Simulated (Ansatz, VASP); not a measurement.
Sb in VASP and in Ansatz

```
CELL_PARAMETERS angstrom
0.00000 2.39449 2.39449
2.39449 0.00000 2.39449
2.39449 2.39449 0.00000
ATOMIC_POSITIONS crystal
Sb 0.00000 0.00000 0.00000
```

Alike in both runs: functional r2SCAN; k mesh 8 × 8 × 8; occupations gaussian, width 0.1 eV; no spin polarisation.

Ansatz relaxed the structure, and its values are those at the end. VASP's run is a single point on that final structure, the one shown.

|  | VASP | Ansatz |
| --- | --- | --- |
| version | VASP 6.6.1 | Ansatz 0.2.0 |
| potentials or method | VASP PAW PBE potentials, release 64 (Sb), cutoff 520 eV | scalar-relativistic, plane waves, PAW |
| valence electrons in the cell | 5 | 15 |

|  | VASP | Ansatz | Ansatz less VASP |
| --- | --- | --- | --- |
| gap on the k mesh at the Fermi level (eV) | none | none | - |
| pressure (GPa) | -0.1 | 0.1 | +0.11 |

VASP's potentials were made for PBE, not for r2SCAN. A gap of «none» marks a metal or a gap that the smearing closes. VASP's potentials hold 5 valence electrons a cell and Ansatz's 15, so a difference there can come from the potentials and not from the codes.

Neither program's run includes spin-orbit coupling.
